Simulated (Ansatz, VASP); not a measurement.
**Be7S in VASP and in Ansatz**

```xyz
8
Lattice="4.0856 0.0000 0.0000 -2.0428 3.5383 0.0000 0.0000 0.0000 7.2968" Properties=species:S:1:pos:R:3 pbc="T T T"
Be    2.0428    1.1794    4.6951
Be    2.0428    1.1794    2.6017
Be   -1.0212    2.9484    3.6484
Be    0.0000    1.1797    3.6484
Be    1.0212    2.9484    3.6484
Be    0.0000    2.3588    5.4208
Be    0.0000    2.3588    1.8760
S     0.0000    2.3588    0.0000
```

Alike in both runs: functional PBE; k mesh 12 × 12 × 4; occupations gaussian, width 0.1 eV; no spin polarisation.

Ansatz relaxed the structure, and its values are those at the end. VASP's run is a single point on that final structure, the one shown.

|  | VASP | Ansatz |
| --- | --- | --- |
| version | VASP 6.6.1 | Ansatz 0.2.0 |
| potentials or method | VASP PAW PBE potentials, release 64 (Be, S), cutoff 520 eV | scalar-relativistic, plane waves, PAW |
| valence electrons in the cell | 20 | 20 |

```csv
,VASP,Ansatz,Ansatz less VASP
gap on the k mesh at the Fermi level (eV),none,none,-
pressure (GPa),0.1,0.0,-0.06
rms of the force components (eV/Å),0.005,0.000,-0.0053
```

A gap of «none» marks a metal or a gap that the smearing closes.
